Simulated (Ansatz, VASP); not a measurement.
Cd in VASP and in Ansatz

```
Cd
1.0
     0.00000    3.40705    3.40705
     3.40705    0.00000    3.40705
     3.40705    3.40705    0.00000
Cd
2
Direct
  0.87500 0.87500 0.87500
  0.12500 0.12500 0.12500
```

Alike in both runs: functional PBE; k mesh 12 × 12 × 12; occupations fermi-dirac, width 0.05 eV; no spin polarisation.

Ansatz relaxed the structure, and its values are those at the end. VASP's run is a single point on that final structure, the one shown.

|  | VASP | Ansatz |
| --- | --- | --- |
| version | VASP 6.6.1 | Ansatz 0.2.0 |
| potentials or method | VASP PAW PBE potentials, release 64 (Cd), cutoff 520 eV | all-electron LAPW, non-relativistic |

|  | VASP | Ansatz | Ansatz less VASP |
| --- | --- | --- | --- |
| pressure (GPa) | -0.6 | 0.0 | +0.66 |

Ansatz ran all-electron here, and VASP with PAW potentials.
